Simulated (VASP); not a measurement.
Wanted: the native input for a VASP 6.6.1 run.

| Property | Result |
| --- | --- |
| Task | single point |
| Functional | PBE |
| Potentials or basis | VASP PAW PBE potentials, release 64 (Na_pv, As, O) |
| Cutoff | 600 eV |
| k mesh | 3 × 3 × 6 |
| Occupations | gaussian, width 0.1 eV |
| Spin | no spin polarisation |
| Dipole correction | no |
| Further INCAR settings | ALGO = Normal; EDIFF = 1e-06; NBANDS = 34 |

The structure of NaAs2O5 lies in POSCAR:

```
NaAs2O5
1.0
    6.2996302537      0.0000000030      0.0000000000
   -3.1498151295      5.4556398327      0.0000000000
    0.0000000000      0.0000000000      3.7185245619
Na As O
1 2 5
Direct
    0.0000000000      0.0000000000      0.0000000000
    0.3333333333      0.6666666667      0.5000000000
    0.6666666667      0.3333333333      0.5000000000
    0.3333333333      0.6666666667      0.0000000000
    0.0000000000      0.5000000000      0.5000000000
    0.5000000000      0.5000000000      0.5000000000
    0.5000000000      0.0000000000      0.5000000000
    0.6666666667      0.3333333333      0.0000000000
```

The cell was built from a structure type or drawn by symmetry, and may not be a known phase.

These files were run (other wordings do the same):

INCAR

```
PREC = Accurate ; ENCUT = 600
EDIFF = 1E-6 ; ISMEAR = 0
SIGMA = 0.1 ; LREAL = F
LASPH = T ; NELM = 120
ALGO = Normal ; ISIF = 2
LWAVE = F ; LCHARG = F
GGA = PE ; NBANDS = 34
GGA_COMPAT = F
```

KPOINTS

```
regular mesh
0
Gamma
  3 3 6
```

Potentials or basis: VASP PAW PBE potentials, release 64 (Na_pv, As, O).

The run is started by

```console
$ cat potpaw_PBE.64/Na_pv/POTCAR potpaw_PBE.64/As/POTCAR potpaw_PBE.64/O/POTCAR > POTCAR
$ mpirun -np 1 vasp_std > vasp.out
```

It gave:

| Quantity | Value |
| --- | --- |
| Pressure | 0.6 GPa |
| Band gap on the k mesh | zero (an odd number of electrons rules out a gap without spin polarisation) |

Caveat: the k points lie up to 0.38 Å⁻¹ apart, too coarse for converged energies and pressures of a metal; an odd number of electrons without spin polarisation forces a metal; a magnetic or distorted state may lie lower.

Run time: 2.7 min on 1 thread of Intel Xeon 8259CL, on a shared host, peak memory 0.28 GiB.
